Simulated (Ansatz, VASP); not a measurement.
Two plane-wave programs on ReBi

The input POSCAR:

```
ReBi
1.0
    0.0000000000      3.1097581038      3.1097581038
    3.1097581038      0.0000000000      3.1097581038
    3.1097581038      3.1097581038      0.0000000000
Re Bi
1 1
Direct
    0.0000000000      0.0000000000      0.0000000000
    0.2500000000      0.2500000000      0.2500000000
```

Contents of INCAR.step1:

```
SYSTEM = ReBi
PREC     = Accurate       ! precision mode
ENCUT    = 520            ! plane-wave cutoff, eV
ISMEAR   = 0              ! smearing method
SIGMA    = 0.05           ! smearing width, eV
LREAL    = .FALSE.        ! projectors in reciprocal space
LASPH    = .TRUE.         ! aspherical terms in the spheres
NELM     = 60             ! most SCF steps
NBANDS   = 18             ! bands
GGA      = PE             ! functional
ALGO     = Normal         ! electronic algorithm
EDIFF    = 1E-4           ! SCF threshold, eV
LWAVE    = .TRUE.         ! write WAVECAR
LCHARG   = .FALSE.        ! write CHGCAR
```

INCAR.step2

```
SYSTEM = ReBi
PREC     = Accurate       ! precision mode
ENCUT    = 520            ! plane-wave cutoff, eV
EDIFF    = 1E-6           ! SCF threshold, eV
ISMEAR   = 0              ! smearing method
SIGMA    = 0.05           ! smearing width, eV
LREAL    = .FALSE.        ! projectors in reciprocal space
LASPH    = .TRUE.         ! aspherical terms in the spheres
NELM     = 60             ! most SCF steps
ALGO     = Normal         ! electronic algorithm
ISIF     = 2              ! what is computed and relaxed
LWAVE    = .FALSE.        ! write WAVECAR
LCHARG   = .TRUE.         ! write CHGCAR
METAGGA  = R2SCAN         ! meta-GGA
LMIXTAU  = .TRUE.       
LELF     = .TRUE.         ! ELF
LVHAR    = .TRUE.       
NBANDS   = 18             ! bands
ISTART   = 1
```

File KPOINTS:

```
Automatic mesh
0
G
  10 10 10
  0 0 0
```

Input for Ansatz:

```yaml
crystal:
  lattice:
    - [0.0, 3.1097581038, 3.1097581038]
    - [3.1097581038, 0.0, 3.1097581038]
    - [3.1097581038, 3.1097581038, 0.0]
  atoms:
    - { symbol: Re, position: [0.0, 0.0, 0.0] }
    - { symbol: Bi, position: [0.25, 0.25, 0.25] }
basis:
  ecutwfc: 500
  ecutrho_ratio: 4
kpoints:
  mp_grid: { grid: [10, 10, 10] }
hamiltonian:
  xc: r2scan
scf:
  occupations: { method: gaussian, width: 0.05 }
output:
  forces: true
  stress: true
  eigenvalues: true
  populations: true
  write_density: true
  write_potential: true
  elf: true
  volumetric_format: npy
```

Alike in both runs: task single point; functional r2SCAN; k mesh 10 × 10 × 10; occupations gaussian, width 0.05 eV; no spin polarisation.

```csv
,VASP,Ansatz
version,VASP 6.6.1,Ansatz 0.2.0
potentials or method,"VASP PAW PBE potentials, release 64 (Re, Bi_d), cutoff 520 eV","scalar-relativistic, plane waves, PAW"
valence electrons in the cell,22,30
```

```csv
,VASP,Ansatz,Ansatz less VASP
gap on the k mesh at the Fermi level (eV),none,none,-
pressure (GPa),-1.8,-1.9,-0.12
```

VASP's potentials were made for PBE, not for r2SCAN. A gap of «none» marks a metal or a gap that the smearing closes. VASP's potentials hold 22 valence electrons a cell and Ansatz's 30, so a difference there can come from the potentials and not from the codes.

Spin-orbit coupling is off throughout.
